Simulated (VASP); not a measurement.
# WS2 in VASP: notebook

WS2 is run at these levels: PBE; tasks: single point.

Everything below comes from runs of VASP 6.6.1. Logs are shortened: lines on timing, memory, paths and dates and some standing lists are left out, and cuts for length are marked.

## (1) The cell of the first run

The structure is monoclinic, space group C2/m (No. 12). The conventional cell has a = 6.321 Å, b = 3.875 Å, c = 4.457 Å, α = 90.00°, β = 90.04°, γ = 90.00°. Within 3.1 Å of W (site symmetry 2/m) lie 6 S at 2.36 to 2.61 Å. S (site symmetry m) has 3 W at 2.36 to 2.61 Å and 3 S at 2.81 to 3.03 Å within 3.1 Å.

## (2) Single point, PBE

INCAR

```
SYSTEM = WS2
PREC = Accurate ; ENCUT = 520
EDIFF = 1E-6 ; ISMEAR = -1
SIGMA = 0.05 ; LREAL = .FALSE.
LASPH = .TRUE. ; NELM = 60
ALGO = Normal ; ISIF = 2
LWAVE = .FALSE. ; LCHARG = .FALSE.
GGA = PE ; NBANDS = 20
```

KPOINTS

```
Automatic mesh
0
G
  8 8 6
  0 0 0
```

POSCAR

```
WS2
1.0
    3.1605844900     -1.9375011600      0.0000000000
    3.1605844900      1.9375011600      0.0000000000
   -0.0031116300      0.0000000000      4.4570869100
W S
1 2
Direct
    0.0000000000      0.0000000000      0.0000000000
    0.6879000000      0.6879000000      0.2889000000
    0.3121000000      0.3121000000      0.7111000000
```

Potentials or basis: VASP PAW PBE potentials, release 64 (W_sv, S).

The run is started by

```sh
$ cat potpaw_PBE.64/W_sv/POTCAR potpaw_PBE.64/S/POTCAR > POTCAR
$ mpirun -np 1 vasp_std > vasp.out
```

OUTCAR:

```text
SYSTEM = WS2
   PREC = Accurate
   ENCUT = 520
   EDIFF = 1E-6
   ISMEAR = -1
   LREAL = .FALSE.
   LASPH = .TRUE.
   NELM = 60
   ISIF = 2
   GGA = PE

 ion  position               nearest neighbor table
   1  0.000  0.000  0.000-   2 2.36   3 2.36   2 2.61   2 2.61   3 2.61   3 2.61
   2  0.688  0.688  0.289-   1 2.36   1 2.61   1 2.61
   3  0.312  0.312  0.711-   1 2.36   1 2.61   1 2.61

  LATTYP: Found a base centered monoclinic cell.
 ALAT       =     6.3211689800
 B/A-ratio  =     0.6130198911
 C/A-ratio  =     0.7051050225
 COS(beta)  =    -0.0006981307

  Lattice vectors:

 A1 = (   3.1605844900,  -1.9375011600,   0.0000000000)
 A2 = (   3.1605844900,   1.9375011600,   0.0000000000)
 A3 = (  -0.0031116300,   0.0000000000,   4.4570869100)

Analysis of symmetry for initial positions (statically):
=====================================================================
 Subroutine PRICEL returns:
 Original cell was already a primitive cell.

 Routine SETGRP: Setting up the symmetry group for a
 base centered monoclinic supercell.

 Subroutine GETGRP returns: Found  4 space group operations
 (whereof  4 operations were pure point group operations)
 out of a pool of  4 trial point group operations.

The static configuration has the point symmetry C_2h.

Analysis of symmetry for dynamics (positions and initial velocities):
=====================================================================
 Subroutine PRICEL returns:
 Original cell was already a primitive cell.

 Routine SETGRP: Setting up the symmetry group for a
 base centered monoclinic supercell.

 Subroutine GETGRP returns: Found  4 space group operations
 (whereof  4 operations were pure point group operations)
 out of a pool of  4 trial point group operations.

The dynamic configuration has the point symmetry C_2h.

 Subroutine INISYM returns: Found  4 space group operations
 (whereof  4 operations are pure point group operations),
 and found     1 'primitive' translations

----------------------------------------------------------------------------------------

                                     Primitive cell

  volume of cell :      54.5872

  direct lattice vectors                    reciprocal lattice vectors
     3.160584490 -1.937501160  0.000000000     0.158198587 -0.258064362  0.000110443
     3.160584490  1.937501160  0.000000000     0.158198587  0.258064362  0.000110443
    -0.003111630  0.000000000  4.457086910     0.000000000  0.000000000  0.224361791

  length of vectors
     3.707182901  3.707182901  4.457087996     0.302694598  0.302694598  0.224361791

  position of ions in fractional coordinates (direct lattice)
     0.000000000  0.000000000  0.000000000
     0.687900000  0.687900000  0.288900000
     0.312100000  0.312100000  0.711100000

  ion indices of the primitive-cell ions
   primitive index   ion index
                 1           1
                 2           2
                 3           3

----------------------------------------------------------------------------------------

 KPOINTS: Automatic mesh

Automatic generation of k-mesh.
 Grid dimensions read from file:
 generate k-points for:    8    8    6

 Generating k-lattice:

  Cartesian coordinates                     Fractional coordinates (reciprocal lattice)
     0.019774823 -0.032258045  0.000013805     0.125000000  0.000000000  0.000000000
     0.019774823  0.032258045  0.000013805     0.000000000  0.125000000  0.000000000
     0.000000000  0.000000000  0.037393632     0.000000000  0.000000000  0.166666667

  Length of vectors
     0.037836825  0.037836825  0.037393632

  Shift w.r.t. Gamma in fractional coordinates (k-lattice)
     0.000000000  0.000000000  0.000000000

 Subroutine IBZKPT returns following result:
 ===========================================

 Found    114 irreducible k-points:

 Following reciprocal coordinates:
            Coordinates               Weight
  0.000000  0.000000  0.000000      1.000000
  0.125000  0.000000  0.000000      4.000000
  0.250000  0.000000  0.000000      4.000000
  0.375000  0.000000 -0.000000      4.000000
  0.500000  0.000000  0.000000      2.000000
  0.125000  0.125000  0.000000      2.000000
[... 16 lines left out ...]
  0.125000  0.000000  0.166667      4.000000
  0.250000  0.000000  0.166667      4.000000
 [... further k-points ...]
   k-points           NKPTS =    114   k-points in BZ     NKDIM =    114   number of bands    NBANDS=     20
   number of dos      NEDOS =    301   number of ions     NIONS =      3
   total plane-waves  NPLWV =  28224
   dimension x,y,z NGX =    28 NGY =   28 NGZ =   36
   dimension x,y,z NGXF=    56 NGYF=   56 NGZF=   72
   ions per type =               1   2
   NGX,Y,Z   is equivalent  to a cutoff of  12.56, 12.56, 13.43 a.u.
   NGXF,Y,Z  is equivalent  to a cutoff of  25.11, 25.11, 26.86 a.u.
 SYSTEM =  WS2
   PREC   = accura    normal or accurate (medium, high low for compatibility)
   ISTART =      0    job   : 0-new  1-cont  2-samecut
   ICHARG =      2    charge: 1-file 2-atom 10-const
   ISPIN  =      1    spin polarized calculation?
   LNONCOLLINEAR =      F non collinear calculations
   LSORBIT =      F    spin-orbit coupling
   LASPH  =      T    aspherical Exc in radial PAW
   ENCUT  =  520.0 eV  38.22 Ry    6.18 a.u.   6.89  6.89  8.29*2*pi/ulx,y,z
   NELM   =     60;   NELMIN=  2; NELMDL= -5     # of ELM steps
   EDIFF  = 0.1E-05   stopping-criterion for ELM
   LREAL  =      F    real-space projection
   EDIFFG = 0.1E-04   stopping-criterion for IOM
   NSW    =      0    number of steps for IOM
   IBRION =     -1    ionic relax: 0-MD 1-quasi-New 2-CG
   NFREE  =      0    steps in history (QN), initial steepest desc. (CG)
   ISIF   =      2    stress and relaxation
   ISYM   =      2    0-nonsym 1-usesym 2-fastsym
   POTIM  = 0.5000    time-step for ionic-motion
   TEBEG  =    0.0;   TEEND  =   0.0 temperature during run
   PSTRESS=    0.0 pullay stress
   NELECT =      26.0000    total number of electrons
   NUPDOWN=      -1.0000    fix difference up-down
   EMIN   =  10.00;   EMAX   =-10.00  energy-range for DOS
   EFERMI =   0.00;   METHOD = LEGACY
   ISMEAR =    -1;   SIGMA  =   0.05  broadening in eV -4-tet -1-fermi 0-gaus
   EFERMI_NEDOS =   21; number of points for ismear=-14 and -15
   IALGO  =     38    algorithm
   IMIX   =      4    mixing-type and parameters
     AMIX     =   0.40;   BMIX     =  1.00
     AMIX_MAG =   1.60;   BMIX_MAG =  1.00
  volume/ion in A,a.u.               =      18.20       122.79
  Fermi-wavevector in a.u.,A,eV,Ry     =   1.278505  2.416024 22.239746  1.634575
  Thomas-Fermi vector in A             =   2.411044
   LORBIT       =      0    0 simple, 1 ext, 2 COOP (PROOUT), +10 PAW based schemes
   GGA     = PE    functional components
   LHFCALC =     F    Hartree Fock is set to
   AEXX    =    0.0000 exact exchange contribution
   IVDW    =     0    specifies the selected vdW correction
   LEPSILON=     F    determine dielectric tensor
   LRPA    =     F    only Hartree local field effects (RPA)
 non-spin polarized calculation
  energy-cutoff  :      520.00
  volume of cell :       54.59
 maximum number of plane-waves:      1491
   NGX = 13   NGY = 13   NGZ = 17

 number of electron      26.0000001 magnetization

 Free energy of the ion-electron system (eV)
  ---------------------------------------------------
  ext. energy  EPLUGINS =         0.00000000
  ---------------------------------------------------
  free energy    TOTEN  =       -20.74894889 eV

  energy without entropy =      -20.73318963  energy(sigma->0) =      -20.74106926

 E-fermi :   7.2986     XC(G=0): -11.0759

 val. band max:        7.2978409230   @ k =  -0.2500   0.3750   0.3333
 cond. band min:       7.3075727270   @ k =  -0.1250  -0.1250   0.1667
 fundamental gap:      0.0097318040
 Fermi energy:         7.2985679378

 k-point     1 :       0.0000    0.0000    0.0000
  band No.  band energies     occupation
      1     -67.6251      2.00000
      2     -31.8987      2.00000
      3     -31.7892      2.00000
      4     -31.5976      2.00000
      5      -7.8880      2.00000
      6      -4.2904      2.00000
[... 12 lines left out ...]
     19      12.7840      0.00000
     20      13.8887      0.00000

 k-point     2 :       0.1250    0.0000    0.0000
  band No.  band energies     occupation
      1     -67.6249      2.00000
      2     -31.9031      2.00000
      3     -31.7940      2.00000
      4     -31.5966      2.00000
      5      -7.7251      2.00000
      6      -4.4431      2.00000
[... 12 lines left out ...]
     19      13.2056      0.00000
     20      14.1306      0.00000

 k-point     3 :       0.2500    0.0000    0.0000
  band No.  band energies     occupation
      1     -67.6245      2.00000
      2     -31.9146      2.00000
      3     -31.8048      2.00000
      4     -31.5941      2.00000
      5      -7.2709      2.00000
      6      -4.8285      2.00000
[... 12 lines left out ...]
     19      14.2904      0.00000
     20      14.5158      0.00000

 k-point     4 :       0.3750    0.0000   -0.0000
  band No.  band energies     occupation
      1     -67.6241      2.00000
      2     -31.9272      2.00000
      3     -31.8144      2.00000
      4     -31.5915      2.00000
      5      -6.6281      2.00000
      6      -5.3387      2.00000
[... 12 lines left out ...]
     19      14.7834      0.00000
     20      15.4182      0.00000

 k-point     5 :       0.5000    0.0000    0.0000
  band No.  band energies     occupation
      1     -67.6239      2.00000
      2     -31.9327      2.00000
      3     -31.8181      2.00000
      4     -31.5904      2.00000
      5      -5.9651      2.00000
      6      -5.9264      2.00000
[... 12 lines left out ...]
     19      15.1033      0.00000
     20      15.2277      0.00000
[... 353 lines left out ...]
      6      -5.3694      2.00000
[... 12 lines left out ...]
     19      14.0733      0.00000
     20      14.1592      0.00000

 k-point    22 :       0.0000    0.0000    0.1667
  band No.  band energies     occupation
      1     -67.6251      2.00000
      2     -31.8986      2.00000
      3     -31.7891      2.00000
      4     -31.5984      2.00000
      5      -7.7224      2.00000
      6      -4.6950      2.00000
[... 12 lines left out ...]
     19      13.4675      0.00000
     20      14.1958      0.00000

 k-point    23 :       0.1250    0.0000    0.1667
  band No.  band energies     occupation
      1     -67.6249      2.00000
      2     -31.9030      2.00000
      3     -31.7940      2.00000
      4     -31.5974      2.00000
      5      -7.5847      2.00000
      6      -4.7314      2.00000
[... 12 lines left out ...]
     19      13.3922      0.00000
     20      13.9445      0.00000

 k-point    24 :       0.2500    0.0000    0.1667
  band No.  band energies     occupation
      1     -67.6245      2.00000
      2     -31.9145      2.00000
      3     -31.8048      2.00000
      4     -31.5948      2.00000
      5      -7.1911      2.00000
      6      -4.8877      2.00000
[... 12 lines left out ...]
     19      13.2422      0.00000
     20      14.8897      0.00000

 [... further k-points ...]
[... 5 lines left out ...]
  --------------------------------------------------------------------------------------
  -------------------------------------------------------------------------------------
  Total       -3.7856526     -6.5366033      4.7653352      0.0000000      0.0000000     -2.9502086
  in kB     -111.1119755   -191.8546096    139.8664542      0.0000000      0.0000000    -86.5910166
  external PRESSURE =     -54.3667103 kB  Pullay stress =       0.0000000 kB

 VOLUME and BASIS-vectors are now :
 -----------------------------------------------------------------------------
  energy-cutoff  :      520.00
  volume of cell :       54.59
      direct lattice vectors                 reciprocal lattice vectors
     3.160584490 -1.937501160  0.000000000     0.158198587 -0.258064362  0.000110443
     3.160584490  1.937501160  0.000000000     0.158198587  0.258064362  0.000110443
    -0.003111630  0.000000000  4.457086910     0.000000000  0.000000000  0.224361791

 POSITION                                       TOTAL-FORCE (eV/Angst)
 -----------------------------------------------------------------------------------
      0.00000      0.00000      0.00000         0.000000     -0.000000      0.000000
      4.34743      0.00000      1.28765        -1.279771      0.000000     -0.792700
      1.97062      0.00000      3.16943         1.279771      0.000000      0.792700
 -----------------------------------------------------------------------------------
    total drift:                               -0.000000      0.000000      0.000000

  FREE ENERGIE OF THE ION-ELECTRON SYSTEM (eV)
  ---------------------------------------------------
  free  energy   TOTEN  =       -20.7489488881 eV

  energy  without entropy=      -20.7331896286  energy(sigma->0) =      -20.74106926
```

Wall time 1.7 min (1 thread of Intel Xeon 6975P-C, shared host); peak memory 0.25 GiB.

What came out:

```
Free energy            : -20.7489 eV
Pressure               : -5.4 GPa
Largest force          : 1.505 eV/Å
Band gap on the k mesh : zero (band 13 reaches 7.51 eV, above the bottom of band 14 at 6.49 eV)
```

Forces in eV/Å, atoms in the order of the input:
```
W    0.000  0.000  0.000
S   -1.280  0.000 -0.793
S    1.280  0.000  0.793
```

Stress tensor (GPa, compression positive):
```
-11.11   0.00  -8.66
  0.00 -19.19   0.00
 -8.66   0.00  13.99
```

Caveat: spin-orbit coupling is left out, which moves the levels of the heavy elements; forces of over 1 eV/Å act on the atoms, so gaps and moduli don't describe the material at rest.

(Continued in part 2 of 2.)
